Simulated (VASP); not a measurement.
# Si (Fd-3m) in VASP: vibrations by perturbation theory with PBE

Aim: the vibrations by perturbation theory of Si with PBE.

All numbers are computed with VASP 6.6.1; they aren't measurements. Logs are shortened: lines on timing, memory, paths and dates and some standing lists are left out, and cuts for length are marked.

**1. The cell of the first run**

Symmetry: Fd-3m, No. 227, cubic system. Conventional cell: a = 5.470 Å, b = 5.470 Å, c = 5.470 Å, α = 90.00°, β = 90.00°, γ = 90.00°. Si (site symmetry -43m) has 4 Si at 2.37 Å within 3.1 Å.

**2. Vibrations by perturbation theory, PBE**

The input, INCAR:

```
SYSTEM = Si
PREC = Accurate
ENCUT = 500
EDIFF = 1E-8
ISMEAR = 0
SIGMA = 0.01
LREAL = .FALSE.
LASPH = .TRUE.
NELM = 120
ALGO = Normal
ISIF = 2
LWAVE = .FALSE.
LCHARG = .FALSE.
GGA = PE
IBRION = 8
NSW = 1
LEPSILON = .TRUE.
GGA_COMPAT = .FALSE.
```

The input, KPOINTS:

```
regular mesh
0
G
  8 8 8
  0 0 0
```

The input, POSCAR:

```
Si
1.0
    0.0000000000      2.7350069755      2.7350069755
    2.7350069755      0.0000000000      2.7350069755
    2.7350069755      2.7350069755      0.0000000000
Si
2
Direct
    0.7500000000      0.7500000000      0.7500000000
    0.5000000000      0.5000000000      0.5000000000
```

Potentials or basis: VASP PAW PBE potentials, release 64 (Si).

The run is started by

```sh
$ cat potpaw_PBE.64/Si/POTCAR > POTCAR
$ mpirun -np 1 vasp_std > vasp.out
```

OUTCAR:

```text
SYSTEM = Si
   PREC = Accurate
   ENCUT = 500
   EDIFF = 1E-8
   ISMEAR = 0
   LREAL = .FALSE.
   LASPH = .TRUE.
   NELM = 120
   ISIF = 2
   GGA = PE
   IBRION = 8
   NSW = 1
   LEPSILON = .TRUE.

 ion  position               nearest neighbor table
   1  0.750  0.750  0.750-   2 2.37   2 2.37   2 2.37   2 2.37
   2  0.500  0.500  0.500-   1 2.37   1 2.37   1 2.37   1 2.37

  LATTYP: Found a face centered cubic cell.
 ALAT       =     5.4700139510

  Lattice vectors:

 A1 = (   0.0000000000,   2.7350069755,   2.7350069755)
 A2 = (   2.7350069755,   0.0000000000,   2.7350069755)
 A3 = (   2.7350069755,   2.7350069755,   0.0000000000)

Analysis of symmetry for initial positions (statically):
=====================================================================
 Subroutine PRICEL returns:
 Original cell was already a primitive cell.

 Routine SETGRP: Setting up the symmetry group for a
 face centered cubic supercell.

 Subroutine GETGRP returns: Found 48 space group operations
 (whereof 24 operations were pure point group operations)
 out of a pool of 48 trial point group operations.

The static configuration has the point symmetry T_d .
 The point group associated with its full space group is O_h .

Analysis of symmetry for dynamics (positions and initial velocities):
=====================================================================
 Subroutine PRICEL returns:
 Original cell was already a primitive cell.

 Routine SETGRP: Setting up the symmetry group for a
 face centered cubic supercell.

 Subroutine GETGRP returns: Found 48 space group operations
 (whereof 24 operations were pure point group operations)
 out of a pool of 48 trial point group operations.

The dynamic configuration has the point symmetry T_d .
 The point group associated with its full space group is O_h .

 Subroutine INISYM returns: Found 48 space group operations
 (whereof 24 operations are pure point group operations),
[... 490 lines left out ...]
     0.00550  0.00000  0.00000
     0.00000 -0.00169 -8.67804
     0.00000 -8.67804 -0.00169

 MACROSCOPIC STATIC DIELECTRIC TENSOR (including local field effects in DFT)
 ------------------------------------------------------
          14.147724    -0.000000     0.000000
           0.000000    14.147724     0.000000
           0.000000     0.000000    14.147724
 ------------------------------------------------------

 PIEZOELECTRIC TENSOR (including local field effects)  for field in x, y, z        (e  Angst)
          XX          YY          ZZ          XY          YZ          ZX
  --------------------------------------------------------------------------------
  x    -0.00000     0.00000    -0.00000     0.00000     0.00000     0.00000
  y    -0.00000     0.00000     0.00000     0.00000     0.00000     0.00000
  z     0.00000    -0.00000    -0.00000     0.00000     0.00000     0.00000

 PIEZOELECTRIC TENSOR (including local field effects)  for field in x, y, z        (C/m^2)
          XX          YY          ZZ          XY          YZ          ZX
  --------------------------------------------------------------------------------
  x    -0.00000     0.00000    -0.00000     0.00000     0.00000     0.00000
  y    -0.00000     0.00000     0.00000     0.00000     0.00000     0.00000
  z     0.00000    -0.00000    -0.00000     0.00000     0.00000     0.00000

 BORN EFFECTIVE CHARGES (including local field effects) (in |e|, cummulative output)
 ---------------------------------------------------------------------------------
 ion    1
    1     0.00000     0.00000    -0.00000
    2     0.00000     0.00000     0.00000
    3     0.00000    -0.00000     0.00000
 ion    2
    1     0.00000    -0.00000     0.00000
    2    -0.00000     0.00000    -0.00000
    3     0.00000     0.00000     0.00000

 INTERNAL STRAIN TENSOR FOR ION    2 for displacements in x,y,z  (eV/Angst):
          X           Y           Z          XY          YZ          ZX
  --------------------------------------------------------------------------------
  x     0.00000     0.00000     0.00000     0.00000     8.67804     0.00000
  y     0.00000     0.00000     0.00000     0.00000     0.00000     8.67804
  z     0.00000     0.00000     0.00000     8.67804     0.00000     0.00000

 SECOND DERIVATIVES (NOT SYMMETRIZED)
 ------------------------------------
               1X          1Y          1Z          2X          2Y          2Z
  1X   -13.050428    0.000000    0.000000   13.050428    0.000000    0.000000
  1Y     0.000000  -13.050428    0.000000    0.000000   13.050428    0.000000
  1Z     0.000000    0.000000  -13.050428    0.000000    0.000000   13.050428
  2X    13.050428    0.000000    0.000000  -13.050428    0.000000    0.000000
  2Y     0.000000   13.050428    0.000000    0.000000  -13.050428    0.000000
  2Z     0.000000    0.000000   13.050428    0.000000    0.000000  -13.050428

 Eigenvectors and eigenvalues of the dynamical matrix
 ----------------------------------------------------

   1 f  =   15.070959 THz    94.693627 2PiTHz  502.713076 cm-1    62.328450 meV
             X         Y         Z           dx          dy          dz
      4.102510  4.102510  4.102510     0.000000   -0.707107    0.000000
      2.735007  2.735007  2.735007     0.000000    0.707107    0.000000
[... 21 lines left out ...]
   6 f  =    0.000000 THz     0.000000 2PiTHz    0.000000 cm-1     0.000000 meV
             X         Y         Z           dx          dy          dz
      4.102510  4.102510  4.102510     0.000000    0.000000    0.707107
      2.735007  2.735007  2.735007     0.000000    0.000000    0.707107

--------------------------------------------------------------------------------------------------------

 MACROSCOPIC STATIC DIELECTRIC TENSOR IONIC CONTRIBUTION
 ------------------------------------------------------
           0.000000    -0.000000    -0.000000
          -0.000000     0.000000     0.000000
          -0.000000     0.000000     0.000000
 ------------------------------------------------------

 ELASTIC MODULI CONTR FROM IONIC RELAXATION (kBar)
 Direction    XX          YY          ZZ          XY          YZ          ZX
 --------------------------------------------------------------------------------
 XX           0.0000      0.0000      0.0000      0.0000      0.0000      0.0000
 YY           0.0000      0.0000      0.0000      0.0000      0.0000      0.0000
 ZZ           0.0000      0.0000      0.0000      0.0000      0.0000      0.0000
 XY           0.0000      0.0000      0.0000   -225.9561      0.0000      0.0000
 YZ           0.0000      0.0000      0.0000      0.0000   -225.9561      0.0000
 ZX           0.0000      0.0000      0.0000      0.0000      0.0000   -225.9561
 --------------------------------------------------------------------------------

 PIEZOELECTRIC TENSOR IONIC CONTR  for field in x, y, z        (C/m^2)
          XX          YY          ZZ          XY          YZ          ZX
  --------------------------------------------------------------------------------
  x     0.00000     0.00000     0.00000     0.00000     0.00000    -0.00000
  y     0.00000     0.00000     0.00000    -0.00000    -0.00000     0.00000
  z     0.00000     0.00000     0.00000     0.00000     0.00000     0.00000
```

OSZICAR:

```text
N       E                     dE             d eps       ncg     rms          rms(c)
DAV:   1     0.683860407049E+01    0.68386E+01   -0.33193E+03   464   0.784E+02
DAV:   2    -0.108030162017E+02   -0.17642E+02   -0.16732E+02   736   0.821E+01
DAV:   3    -0.110136273618E+02   -0.21061E+00   -0.21061E+00   592   0.117E+01
[... 141 lines left out ...]
RMM:   7    -0.173516435963E-01    0.12026E-05   -0.13811E-06  2495   0.964E-04    0.744E-05
RMM:   8    -0.173517244730E-01   -0.80877E-07   -0.22044E-07  2626   0.126E-04    0.450E-05
RMM:   9    -0.173515835965E-01    0.14088E-06    0.70668E-08  2503   0.974E-05    0.806E-06
RMM:  10    -0.173516302157E-01   -0.46619E-07    0.45378E-08  2684   0.130E-05    0.392E-06
RMM:  11    -0.173516193023E-01    0.10913E-07    0.96658E-09  2498   0.744E-06    0.736E-07
RMM:  12    -0.173516239891E-01   -0.46869E-08   -0.73617E-09  2087   0.194E-06    0.642E-07
 Linear response finished
```

stdout:

```text
POSCAR found type information on POSCAR Si
 POSCAR found :  1 types and       2 ions
 scaLAPACK will be used
 LDA part: xc-table for (Slater+PW92), standard interpolation
 POSCAR, INCAR and KPOINTS ok, starting setup
 FFT: planning ... GRIDC
 FFT: planning ... GRID_SOFT
 FFT: planning ... GRID
 WAVECAR not read
 entering main loop
 Linear response reoptimize wavefunctions to high precision
 Linear response G [H, r] |phi>, progress :
  Direction:   1
 Linear response G [H, r] |phi>, progress :
  Direction:   2
 Linear response G [H, r] |phi>, progress :
  Direction:   3
 Linear response to external field (no local field effect), progress :
  Direction:   1
 dielectric tensor                  component  1 :    18.451    10.538     2.052
 Linear response to external field (no local field effect), progress :
  Direction:   2
 dielectric tensor                  component  2 :    10.538    18.580    -2.252
 Linear response to external field (no local field effect), progress :
  Direction:   3
 dielectric tensor                  component  3 :     2.052    -2.252     7.269
 Linear response to external field, progress :
  Direction:   1
 dielectric tensor                  component  1 :    14.148     7.234     1.775
 Linear response to external field, progress :
  Direction:   2
 dielectric tensor                  component  2 :     6.931    14.148    -1.377
 Linear response to external field, progress :
  Direction:   3
 dielectric tensor                  component  3 :     1.384     4.025    14.148
 Linear response DOF=           1
 Linear response progress:
 first order change of Fermi-energy   0.13284E-03
 force on displaced ion       1 direction 1 : -13.050  -0.000  -0.000
 Born effective charge ion    1 direction 1 :  -0.097   0.000   0.000
 Born effective charges drift removed
 Linear response finished
```

Run time: 62 s. Hardware: 1 thread of Intel Xeon 6975P-C (Granite Rapids), shared host; peak memory 0.22 GiB.

Results:

```
Electronic dielectric tensor (diagonal) : 14.15
Born charges (mean of the diagonal)     : Si +0.00 e
Highest phonon frequency at Γ           : 503 cm⁻¹
```

Phonon frequencies in cm⁻¹ (negative: imaginary):
```csv
q point,frequencies
"(0.000, 0.000, 0.000)",0 0 0 503 503 503
```

Electronic dielectric tensor:
```
14.15  0.00  0.00
 0.00 14.15  0.00
 0.00  0.00 14.15
```

Born effective charge tensors (e):
atom 1, Si
```
0.00 0.00 0.00
0.00 0.00 0.00
0.00 0.00 0.00
```
atom 2, Si
```
0.00 0.00 0.00
0.00 0.00 0.00
0.00 0.00 0.00
```
